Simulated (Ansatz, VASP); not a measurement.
**One calculation of Si, two programs**

```xyz
6
Lattice="3.8496 0.0000 0.0000 -1.9248 3.3339 0.0000 0.0000 0.0000 23.0722" Properties=species:S:1:pos:R:3 pbc="T T T"
Si    0.0000    0.0000    8.0624
Si    0.0000    2.2226    8.7293
Si    0.0000    2.2226   11.1568
Si    1.9248    1.1113   11.9154
Si    1.9248    1.1113   14.3429
Si    0.0000    0.0000   15.0098
```

Alike in both runs: functional r2SCAN; k mesh 9 × 9 × 1; occupations fermi-dirac, width 0.02 eV; no spin polarisation.

Ansatz relaxed the structure, and its values are those at the end. VASP's run is a single point on that final structure, the one shown.

|  | VASP | Ansatz |
| --- | --- | --- |
| version | VASP 6.6.1 | Ansatz 0.2.0 |
| potentials or method | VASP PAW PBE potentials, release 64 (Si) | PAW with Ansatz's default frozen-core files, scalar-relativistic |
| plane-wave cutoff (eV) | 520 | 500 |
| valence electrons in the cell | 24 | 24 |

VASP gave:

```
rms of the force components (eV/Å) : 0.007
```

**Question.** Which values does Ansatz return?

**Answer.** rms of the force components (eV/Å): 0.000.

VASP's potentials were made for PBE, not for r2SCAN. Ansatz's warnings: stress scf threshold loose.
